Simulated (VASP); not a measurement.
Runs of VASP 6.6.1 on ZrS2. It takes space group P-3m1 (No. 164, trigonal). Conventional cell: a = 3.674 Å, b = 3.674 Å, c = 5.857 Å, α = 90.00°, β = 90.00°, γ = 120.00°. Within 3.4 Å of Zr (site symmetry -3m) lie 6 S at 2.57 Å. Within 3.4 Å of S (site symmetry 3m) lie 3 Zr at 2.57 Å. 

```csv
level,potentials or basis,k mesh,cutoff (eV),smearing,grid for exact exchange (PRECFOCK),share of exact exchange,screening parameter,gap on the mesh (eV),pressure (GPa),largest force (eV/Å)
PBE,"VASP PAW PBE potentials, release 64 (Zr_sv, S)",6 × 6 × 2,500,gaussian 0.01 eV,-,-,-,0.88,1.4,0.03
PBE,"VASP PAW PBE potentials, release 64 (Zr_sv, S)",6 × 6 × 4,500,methfessel-paxton 0.001 eV,-,-,-,0.88,1.3,0.04
PBE,"VASP PAW PBE potentials, release 64 (Zr_sv, S)",6 × 6 × 4,500,gaussian 0.001 eV,-,-,-,0.88,1.3,0.04
PBE-based screened hybrid with 10 % exact exchange,"VASP PAW PBE potentials, release 64 (Zr_sv, S)",6 × 6 × 2,400,gaussian 0.01 eV,Normal,0.1,0.3 1/Å,1.11,(d),0.05
LDA,"VASP PAW LDA potentials, release 64 (Zr_sv, S)",6 × 6 × 4,500,gaussian 0.01 eV,-,-,-,0.76,(c),0.26
r2SCAN,"VASP PAW PBE potentials, release 64 (Zr_sv, S)",6 × 6 × 4,550,gaussian 0.01 eV,-,-,-,1.19,0.9,0.04
PBE,"VASP PAW PBE potentials, release 64 (Zr_sv, S)",2 × 2 × 2,500,gaussian 0.01 eV,-,-,-,(b),4.7,0.43
PBE,"VASP PAW PBE potentials, release 64 (Zr_sv, S)",6 × 6 × 4,500,gaussian 0.01 eV,-,-,-,0.88,1.3,0.04
PBE,"VASP PAW PBE potentials, release 64 (Zr_sv, S)",5 × 5 × 5,500,gaussian 0.01 eV,-,-,-,0.95,1.4,0.03
PBE-based screened hybrid with 30 % exact exchange,"VASP PAW PBE potentials, release 64 (Zr_sv, S)",6 × 6 × 2,400,gaussian 0.01 eV,Normal,0.3,0.2078 1/Å,1.85,-0.2,0.23
PBE-based screened hybrid with 5 % exact exchange,"VASP PAW PBE potentials, release 64 (Zr_sv, S)",6 × 6 × 2,400,gaussian 0.01 eV,Normal,0.05,0.3 1/Å,1.00,(a),0.01
```

Alike in all rows: task single point; no spin polarisation; cell as given.

Q: Estimate the missing entries.

A: (a) 1.1; (b) 0.61; (c) -3.9; (d) 0.8.

Caveats: some runs use coarse meshes; this functional lacks dispersion, which binds the layers, so the pressure and a relaxed spacing across them are unreliable (at least some runs); the PAW data sets were made with another functional, which shifts forces and pressure a little (at least some runs); the cell stands under tension (at least some runs); an odd mesh through Γ misses points on the zone boundary, where band edges can lie (at least some runs).

A k mesh can miss the band edges, and the runs leave out spin-orbit coupling on Zr.
